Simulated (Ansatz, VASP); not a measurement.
Bi: VASP beside Ansatz

```xyz
3
Lattice="5.5075 0.0000 0.0000 -2.7538 4.7697 0.0000 0.0000 0.0000 3.2528" Properties=species:S:1:pos:R:3 pbc="T T T"
Bi   -2.7538    4.7697    0.0000
Bi    0.0000    3.1798    1.6264
Bi    2.7538    1.5899    1.6264
```

Alike in both runs: task single point; functional LDA; k mesh 8 × 8 × 11; occupations fermi-dirac, width 0.1 eV; no spin polarisation.

|  | VASP | Ansatz |
| --- | --- | --- |
| version | VASP 6.6.1 | Ansatz 0.2.0 |
| potentials or method | VASP PAW LDA potentials, release 64 (Bi_d), cutoff 520 eV | plane waves (420 eV) with PAW, scalar-relativistic |
| valence electrons in the cell | 45 | 45 |

Ansatz gave:

| Property | Result |
| --- | --- |
| pressure (GPa) | 2.6 |
| traceless stress, the component that is largest in VASP (GPa) | 0.49 |

**Question.** What did VASP give for the same quantities?

**Answer.** Pressure (GPa): 2.8; traceless stress, the component that is largest in VASP (GPa): 0.48.

Ansatz warns that its potentials were made for another functional, while VASP's fit it. LDA's correlation is that of Perdew and Zunger in VASP and of Perdew and Wang (1992) in Ansatz.

Neither program's run includes spin-orbit coupling.
